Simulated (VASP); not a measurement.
TiO2: single point with PBE

The system is TiO2.

```
Ti O
1.0
     0.00000    2.39683    2.48695
     2.39683    0.00000    2.48695
     2.39683    2.39683    0.00000
Ti O
1 2
Cartesian
  0.0000 0.0000 0.0000
  1.1984 1.1984 1.2435
  3.5952 3.5952 3.7304
```

This cell differs from its parent crystal: uniaxial z strain +3.8%.

```json
{"Program": "VASP 6.6.1", "Task": "single point", "Functional": "PBE", "Potentials or basis": "VASP PAW PBE potentials, release 64 (Ti_sv, O)", "Cutoff": "520 eV", "k mesh": "10 × 10 × 10", "Occupations": "fermi-dirac, width 0.02 eV", "Spin": "no spin polarisation"}
```

| Quantity | Value |
| --- | --- |
| Pressure | -2.5 GPa |
| Band gap on the k mesh | 0.85 eV, indirect (least direct gap 1.47 eV) |

Stress tensor (GPa, compression positive):
```
  3.69   0.00   0.00
  0.00   3.69   0.00
  0.00   0.00 -14.99
```

Levels at points of the mesh, in eV from the valence-band top:
| k point | band 10 | band 11 | band 12 | band 13 | band 14 | band 15 |
| --- | --- | --- | --- | --- | --- | --- |
| (0.00, 0.00, 0.00) | -1.35 | -0.80 | -0.80 | 0.85 | 1.03 | 4.92 |
| (0.50, 0.00, 0.00) | -3.35 | -2.63 | -2.56 | 1.24 | 1.32 | 2.53 |
| (0.50, 0.50, 0.00) | -2.06 | -2.06 | -0.40 | 1.55 | 1.61 | 2.39 |
| (0.50, 0.00, 0.50) | -2.52 | -1.90 | 0.00 | 1.47 | 1.78 | 2.62 |

Wall time 42 s on 1 thread of Intel(R) Xeon(R) 6975P-C (Granite Rapids), on a shared host, peak memory 0.19 GiB.

Caveat: the cell differs from its parent crystal (uniaxial z strain +3.8%). A k mesh can miss the band edges.
